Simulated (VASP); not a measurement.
Runs of VASP 6.6.1 on BN (BN (F-43m)). The structure is cubic, space group F-43m (No. 216). The conventional cell has a = 3.624 Å, b = 3.624 Å, c = 3.624 Å, α = 90.00°, β = 90.00°, γ = 90.00°. B (site symmetry -43m) has 4 N at 1.57 Å within 2.1 Å. Within 2.1 Å of N (site symmetry -43m) lie 4 B at 1.57 Å. 

| level | potentials or basis | k mesh | cutoff (eV) | smearing | grid for exact exchange (PRECFOCK) | screening parameter | gap on the mesh (eV) | pressure (GPa) |
| --- | --- | --- | --- | --- | --- | --- | --- | --- |
| PBE | VASP PAW PBE potentials, release 64 (B, N) | 8 × 8 × 8 | 600 | fermi-dirac 0.01 eV | - | - | 4.45 | 0.2 |
| r2SCAN | VASP PAW PBE potentials, release 64 (B, N) | 13 × 13 × 13 | 660 | fermi-dirac 0.01 eV | - | - | 5.04 | -3.4 |
| HSE06 | VASP PAW PBE potentials, release 64 (B, N) | 8 × 8 × 8 | 520 | fermi-dirac 0.01 eV | Normal | 0.2079 1/Å | 5.76 | -8.5 |
| PBE | VASP PAW PBE potentials, release 64 (B, N) | 13 × 13 × 13 | 600 | gaussian 0.01 eV | - | - | 4.53 | (a) |
| LDA | VASP PAW LDA potentials, release 64 (B, N) | 13 × 13 × 13 | 600 | fermi-dirac 0.01 eV | - | - | 4.41 | (b) |

Alike in all rows: task single point; no spin polarisation; cell as given.

Question: Fill in the values left out.

Answer: (a) 0.1; (b) -13.0.

Caveats: the PAW data sets were made with another functional, which shifts forces and pressure a little (some runs).

A k mesh can miss the band edges.
